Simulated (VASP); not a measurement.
## HfGe: single point with r2SCAN50

HfGe:

```
Hf Ge
1.0
     3.93351    0.00000    0.00000
    -1.96675    3.40652    0.00000
     0.00000    0.00000    3.50962
Hf Ge
1 1
Direct
  0.00000 0.00000 0.50000
  0.33333 0.66667 0.50000
```

| Quantity | Value |
| --- | --- |
| Program | VASP 6.6.1 |
| Task | single point |
| Functional | r2SCAN50 |
| Potentials or basis | VASP PAW PBE potentials, release 64 (Hf_pv, Ge_d) |
| Cutoff | 520 eV |
| k mesh | 4 × 4 × 4 |
| Occupations | fermi-dirac, width 0.05 eV |
| Spin | no spin polarisation |
| Dipole correction | no |
| Grid for exact exchange (PRECFOCK) | Normal |
| Further INCAR settings | ALGO = Normal; EDIFF = 1e-06; NBANDS = 19 |
| Share of exact exchange | 0.5 |

```
Pressure               : 37.3 GPa
Band gap on the k mesh : zero (bands 12 and 13 overlap by 0.37 eV)
```

Stress tensor (GPa, compression positive):
```
 62.45   0.00   0.00
  0.00  62.45   0.00
  0.00   0.00 -12.95
```

Levels at points of the mesh, in eV from the Fermi level:
```
           k point  band 8  band 9  band 10  band 11  band 12  band 13  band 14  band 15  band 16  band 17
(0.00, 0.00, 0.00)  -31.47  -14.13    -5.01    -5.01    -3.06     3.87     5.15     5.15     6.69     9.65
(0.50, 0.00, 0.00)  -31.58  -11.93    -6.32    -2.13    -1.86     1.33     2.54     4.75     4.75     9.12
(0.00, 0.00, 0.50)  -31.47  -12.66    -5.69    -4.44    -4.44     3.02     3.02     6.73     8.70     9.38
(0.50, 0.00, 0.50)  -31.58  -10.60    -5.46    -4.56     0.37     1.92     2.02     3.21     5.78     7.19
```

Run time: 7.8 min on 1 thread of Intel(R) Xeon(R) 6975P-C (Granite Rapids), with other jobs on the host, peak memory 0.18 GiB.

Caveat: the k points lie up to 0.46 Å⁻¹ apart; the PAW data sets were made with another functional, which shifts forces and pressure a little; spin-orbit coupling is left out, which moves the levels of the heavy elements.
